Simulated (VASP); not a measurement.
Ti3H2: single point with PBE

Ti3H2:

```xyz
5
Lattice="2.9377 0.0000 0.0000 -1.4688 2.5441 0.0000 0.0000 0.0000 7.2616" Properties=species:S:1:pos:R:3 pbc="T T T"
Ti    0.0000    0.0000    0.0000
Ti    0.0000    1.6961    4.7847
Ti    1.4688    0.8480    2.4769
H     0.0000    1.6961    1.2004
H     1.4688    0.8480    6.0612
```

```json
{
  "Program": "VASP 6.6.1",
  "Task": "single point",
  "Functional": "PBE",
  "Potentials or basis": "VASP PAW PBE potentials, release 64 (Ti_sv, H)",
  "Cutoff": "520 eV",
  "k mesh": "12 × 12 × 6",
  "Occupations": "gaussian, width 0.1 eV",
  "Spin": "no spin polarisation"
}
```

```yaml
Pressure: -0.2 GPa
Largest_force: 0.008 eV/Å
Band_gap_on_the_k_mesh: zero (bands 19 and 20 overlap by 0.90 eV)
```

Forces on the atoms (eV/Å):
```
Ti   0.000  0.000  0.000
Ti   0.000  0.000 -0.008
Ti   0.000  0.000  0.008
H    0.000  0.000 -0.001
H    0.000  0.000  0.001
```

Levels at points of the mesh, in eV from the Fermi level:
```tsv
k point	band 15	band 16	band 17	band 18	band 19	band 20	band 21	band 22	band 23	band 24
(0.00, 0.00, 0.00)	-4.05	-1.47	-0.52	0.65	0.65	0.75	0.78	0.78	0.79	0.79
(0.50, 0.00, 0.00)	-2.51	-2.00	-1.78	-1.09	-0.02	0.32	1.02	1.07	2.02	3.36
(0.00, 0.00, 0.50)	-2.92	-2.50	-0.07	0.47	0.47	0.51	0.95	0.95	0.97	0.97
(0.50, 0.00, 0.50)	-2.93	-1.60	-1.50	-1.06	0.26	0.27	0.49	0.92	2.36	2.49
```

It took 17 min on 1 thread of Oxide Virtual Turin-like Processor, on a shared host, peak memory 0.23 GiB.
